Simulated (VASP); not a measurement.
Write the native input for VASP 6.6.1 that does the following.

- Task: relaxation of cell and atoms
- Functional: PBE
- Potentials or basis: VASP PAW PBE potentials, release 64 (B, C)
- Cutoff: 600 eV
- k mesh: 18 × 18 × 4
- Occupations: gaussian, width 0.1 eV
- Spin: no spin polarisation
- Dipole correction: no
- Further INCAR settings: ALGO = Normal; EDIFF = 1e-06; IBRION = 2; EDIFFG = -0.01; NSW = 100; ISIF = 3

The structure of BC5 lies in POSCAR:

```
BC5
1.0
    2.6110220329      0.0000000000      0.0000000000
   -1.3055110165      2.2612114104      0.0000000000
    0.0000000000      0.0000000000     10.2687358982
B C
1 5
Direct
    0.0000000000      0.0000000000      0.0000000000
    0.6666666667      0.3333333333      0.9326116176
    0.0000000000      0.0000000000      0.5784587488
    0.6666666667      0.3333333333      0.5000000000
    0.0000000000      0.0000000000      0.4215412512
    0.6666666667      0.3333333333      0.0673883824
```

The cell was generated, and may not be a known phase.

One way to write it, as run:

INCAR

```
PREC = Accurate
ENCUT = 600
EDIFF = 1E-6
ISMEAR = 0
SIGMA = 0.1
LREAL = False
LASPH = True
NELM = 80
ALGO = Normal
ISIF = 3
LWAVE = False
LCHARG = False
GGA = PE
IBRION = 2
NSW = 100
EDIFFG = -0.01
```

KPOINTS

```
Automatic mesh
0
Gamma
  18 18 4
```

Potentials or basis: VASP PAW PBE potentials, release 64 (B, C).

Command:

```bash
$ cat potpaw_PBE.64/B/POTCAR potpaw_PBE.64/C/POTCAR > POTCAR
$ mpirun -np 1 vasp_std > vasp.out
```

Results of the run:

```
Relaxed volume                        : 9.54 Å³/atom
Relaxed cell                          : a = 2.611 Å, b = 2.611 Å, c = 9.694 Å, α = 90.00°, β = 90.00°, γ = 120.00°
Space group after relaxing (to 0.1 Å) : P-6m2 (No. 187)
Energy gained by relaxing             : 0.8 meV/atom
Ionic steps                           : 27
Pressure after relaxing               : 0.0 GPa
Band gap on the k mesh                : zero (an odd number of electrons rules out a gap without spin polarisation)
```

Caveat: this functional lacks dispersion, which binds layers or chains, so the pressure and a relaxed spacing across them are unreliable; an odd number of electrons without spin polarisation forces a metal; a magnetic or distorted state may lie lower.

Run time: 22 min on 1 thread of Intel(R) Xeon(R) 6975P-C (Granite Rapids), on a shared host, peak memory 0.29 GiB.
